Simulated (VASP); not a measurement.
A run of VASP 6.6.1 is set up as follows.

Contents of INCAR:

```
  ALGO = Normal
  EDIFF = 1E-6
  EDIFFG = -0.04
  ENCUT = 600
  GGA = PE
  IBRION = 2
  ISIF = 3
  ISMEAR = 0
  LASPH = True
  LCHARG = False
  LREAL = False
  LWAVE = False
  NELM = 80
  NSW = 90
  PREC = Accurate
  SIGMA = 0.1
```

The input KPOINTS:

```
k-points
0
Gamma
  6 6 2
```

The input POSCAR:

```
TaGe3W2
1.0
    3.7142205409      0.0000000000      0.0000000000
    0.0000000000      3.7142205409      0.0000000000
    0.0000000000      0.0000000000      7.5638515611
Ta Ge W
1 3 2
Direct
    0.5000000000      0.5000000000      0.0000000000
    0.0000000000      0.0000000000      0.0000000000
    0.5000000000      0.0000000000      0.6227093266
    0.0000000000      0.5000000000      0.3772906734
    0.5000000000      0.0000000000      0.2644552429
    0.0000000000      0.5000000000      0.7355447571
```

Potentials or basis: VASP PAW PBE potentials, release 64 (Ta_pv, Ge_d, W_sv).

Launch:

```sh
$ cat potpaw_PBE.64/Ta_pv/POTCAR potpaw_PBE.64/Ge_d/POTCAR potpaw_PBE.64/W_sv/POTCAR > POTCAR
$ mpirun -np 1 vasp_std > vasp.out
```

Q: Estimate the space group after relaxing (to 0.1 Å).

A: P-4m2 (No. 115).

Q: Estimate the relaxed cell.

A: a = 3.702 Å, b = 3.702 Å, c = 7.606 Å, α = 90.00°, β = 90.00°, γ = 90.00°.

Forces in eV/Å, atoms in the order of the input:
```
Ta   0.000  0.000  0.000
Ge   0.000  0.000  0.000
Ge   0.000  0.000 -0.012
Ge   0.000  0.000  0.012
W    0.000  0.000 -0.034
W    0.000  0.000  0.034
```

Caveat: the k points lie up to 0.41 Å⁻¹ apart in the final cell, too coarse for converged energies and pressures of a metal; an odd number of electrons without spin polarisation forces a metal; a magnetic or distorted state may lie lower.
